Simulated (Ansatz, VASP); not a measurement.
**One calculation of YCuSe3, two programs**

```xyz
5
Lattice="4.7813 0.0000 0.0000 0.0000 4.7813 0.0000 0.0000 0.0000 4.7813" Properties=species:S:1:pos:R:3 pbc="T T T"
Y     0.0000    0.0000    0.0000
Cu    2.3907    2.3907    2.3907
Se    0.0000    2.3907    2.3907
Se    2.3907    0.0000    2.3907
Se    2.3907    2.3907    0.0000
```

Alike in both runs: functional r2SCAN; k mesh 8 × 8 × 8; occupations gaussian, width 0.1 eV; no spin polarisation.

Ansatz relaxed the structure, and its values are those at the end. VASP's run is a single point on that final structure, the one shown.

|  | VASP | Ansatz |
| --- | --- | --- |
| version | VASP 6.6.1 | Ansatz 0.2.0 |
| potentials or method | VASP PAW PBE potentials, release 64 (Y_sv, Cu, Se), cutoff 520 eV | scalar-relativistic, plane waves, PAW |
| valence electrons in the cell | 40 | 78 |

|  | VASP | Ansatz | Ansatz less VASP |
| --- | --- | --- | --- |
| gap on the k mesh at the Fermi level (eV) | none | none | - |
| pressure (GPa) | 0.0 | 0.0 | -0.01 |

VASP's potentials were made for PBE, not for r2SCAN. A gap of «none» marks a metal or a gap that the smearing closes. VASP's potentials hold 40 valence electrons a cell and Ansatz's 78, so a difference there can come from the potentials and not from the codes.
